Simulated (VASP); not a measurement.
Wanted: the native input for a VASP 6.6.1 run.

| Property | Result |
| --- | --- |
| Task | single point |
| Functional | r2SCAN |
| Dispersion | D3(BJ) |
| Potentials or basis | VASP PAW PBE potentials, release 64 (Mo_sv, S) |
| Cutoff | 520 eV |
| k mesh | 8 × 8 × 6 |
| Occupations | fermi-dirac, width 0.05 eV |
| Spin | no spin polarisation |
| Dipole correction | no |
| Further INCAR settings | ALGO = Normal; EDIFF = 1e-06; NBANDS = 20 |

MoS2:

```
Mo S
1.0
     4.22223    0.00000    0.00000
    -2.11111    3.65655    0.00000
     0.00000    0.00000    2.87218
Mo S
1 2
Cartesian
  0.0000 0.0000 0.0000
  0.0000 2.4377 1.4361
  2.1111 1.2189 1.4361
```

These files were run (other wordings do the same):

POSCAR

```
MoS2
1.0
    4.2222259261      0.0000000000      0.0000000000
   -2.1111129630      3.6565549125      0.0000000000
    0.0000000000      0.0000000000      2.8721784477
Mo S
1 2
Direct
    0.0000000000      0.0000000000      0.0000000000
    0.3333333333      0.6666666667      0.5000000000
    0.6666666667      0.3333333333      0.5000000000
```

INCAR.step1

```
SYSTEM = MoS2
PREC = Accurate
ENCUT = 520
ISMEAR = -1
SIGMA = 0.05
LREAL = .False.
LASPH = .True.
NELM = 80
NBANDS = 20
GGA = PE
ALGO = Normal
EDIFF = 1E-4
LWAVE = .True.
LCHARG = .False.
```

INCAR.step2

```
SYSTEM = MoS2
PREC = Accurate
ENCUT = 520
EDIFF = 1E-6
ISMEAR = -1
SIGMA = 0.05
LREAL = .False.
LASPH = .True.
NELM = 80
ALGO = Normal
ISIF = 2
LWAVE = .False.
LCHARG = .True.
METAGGA = R2SCAN
LMIXTAU = .True.
IVDW = 12
VDW_S6 = 1.0
VDW_S8 = 0.78981345
VDW_A1 = 0.49484001
VDW_A2 = 5.73083694
LELF = .True.
LVHAR = .True.
NBANDS = 20
ISTART = 1
```

KPOINTS

```
regular mesh
0
Gamma
  8 8 6
  0 0 0
```

Potentials or basis: VASP PAW PBE potentials, release 64 (Mo_sv, S).

Command:

```sh
$ cat potpaw_PBE.64/Mo_sv/POTCAR potpaw_PBE.64/S/POTCAR > POTCAR
$ cp INCAR.step1 INCAR
$ mpirun -np 1 vasp_std > vasp.out
$ cp INCAR.step2 INCAR
$ mpirun -np 1 vasp_std > vasp.out
```

Results of the run:

- Pressure: -1.1 GPa
- Band gap on the k mesh: zero (band 13 reaches 11.62 eV, above the bottom of band 14 at 9.09 eV)
- Dispersion energy per atom: -0.245 eV

Caveat: the k points lie up to 0.36 Å⁻¹ apart; three body term missing; the PAW data sets were made with another functional, which shifts forces and pressure a little; pairwise dispersion overbinds metals, which lowers pressure and volume.

Wall time 110 s on 1 thread of Intel(R) Xeon(R) Platinum 8488C (Sapphire Rapids) (shared host), peak memory 0.19 GiB.
